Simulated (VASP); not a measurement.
## MgI2: single point with PBEsol

The system is MgI2.

```xyz
3
Lattice="4.0843 0.0000 0.0000 -2.0421 3.5371 0.0000 0.0000 0.0000 7.3404" Properties=species:S:1:pos:R:3 pbc="T T T"
Mg    0.0000    0.0000    0.0000
I     0.0000    2.3580    5.6438
I     2.0421    1.1790    1.6967
```

This cell differs from its parent crystal: uniaxial strain along c: +4.5 %.

- Program: VASP 6.6.1
- Task: single point
- Functional: PBEsol
- Potentials or basis: VASP PAW PBE potentials, release 64 (Mg, I)
- Cutoff: 520 eV
- k mesh: 6 × 6 × 4
- Occupations: gaussian, width 0.02 eV
- Spin: no spin polarisation
- Dipole correction: no
- Further INCAR settings: ALGO = Normal; EDIFF = 1e-07; NBANDS = 15

| Item | Value |
| --- | --- |
| Pressure | 0.2 GPa |
| Largest force | 0.047 eV/Å |
| Band gap on the k mesh | 3.47 eV, indirect (least direct gap 3.68 eV) |

Forces in eV/Å, atoms in the order of the input:
```
Mg   0.000  0.000  0.000
I    0.000  0.000  0.047
I    0.000  0.000 -0.047
```

Stress tensor (GPa, compression positive):
```
 0.46  0.00  0.00
 0.00  0.46  0.00
 0.00  0.00 -0.44
```

Levels at points of the mesh, in eV from the valence-band top:
```
           k point  band 5  band 6  band 7  band 8  band 9  band 10  band 11  band 12
(0.00, 0.00, 0.00)   -0.32   -0.32    0.00    0.00    3.68     4.81     6.77     6.77
(0.50, 0.00, 0.00)   -1.83   -1.28   -0.95   -0.50    3.59     5.20     5.34     7.08
(0.00, 0.00, 0.50)   -0.27   -0.27   -0.05   -0.05    4.63     4.84     6.68     6.68
(0.50, 0.00, 0.50)   -1.38   -1.20   -0.91   -0.62    3.47     5.08     5.35     5.92
```

Wall time 54 s on 1 thread of AMD EPYC 7R13 Processor (Zen 3), on a shared host, peak memory 0.19 GiB.

Caveat: the cell differs from its parent crystal (uniaxial strain along c: +4.5 %); the PAW data sets were made with another functional, which shifts forces and pressure a little; spin-orbit coupling is left out, which moves the levels of the heavy elements; this functional lacks dispersion, which binds the layers, so the pressure and a relaxed spacing across them are unreliable. A k mesh can miss the band edges.
